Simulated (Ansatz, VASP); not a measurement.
# B: VASP beside Ansatz

```
CELL_PARAMETERS angstrom
2.47413 0.00000 0.00000
-1.23706 2.14266 0.00000
0.00000 0.00000 9.66516
ATOMIC_POSITIONS crystal
B 0.66667 0.33333 0.64286
B 0.00000 0.00000 0.78571
B 0.66667 0.33333 0.92857
B 0.33333 0.66667 0.07143
B 0.00000 0.00000 0.21429
B 0.33333 0.66667 0.35714
B 0.00000 0.00000 0.50000
```

Alike in both runs: task relaxation of cell and atoms; functional PBE; k mesh 6 × 6 × 2; occupations gaussian, width 0.1 eV; no spin polarisation.

|  | VASP | Ansatz |
| --- | --- | --- |
| version | VASP 6.6.1 | Ansatz 0.2.0 |
| potentials or method | VASP PAW PBE potentials, release 64 (B), cutoff 600 eV | scalar-relativistic, plane waves, PAW |
| valence electrons in the cell | 21 | 21 |

Ansatz gave:

| Property | Result |
| --- | --- |
| gap on the k mesh at the Fermi level, each at its own relaxed structure (eV) | none |
| relaxed volume (Å³/atom) | 6.64 |
| relaxed length of the cell vector where the two differ most in proportion (Å) | 9.312 |

Problem. What did VASP give for the same quantities?

Solution. gap on the k mesh at the Fermi level, each at its own relaxed structure (eV): none; relaxed volume (Å³/atom): 6.62; relaxed length of the cell vector where the two differ most in proportion (Å): 9.279.

A gap of «none» marks a metal or a gap that the smearing closes.

The k mesh is coarse, so the values compare programs but aren't converged.
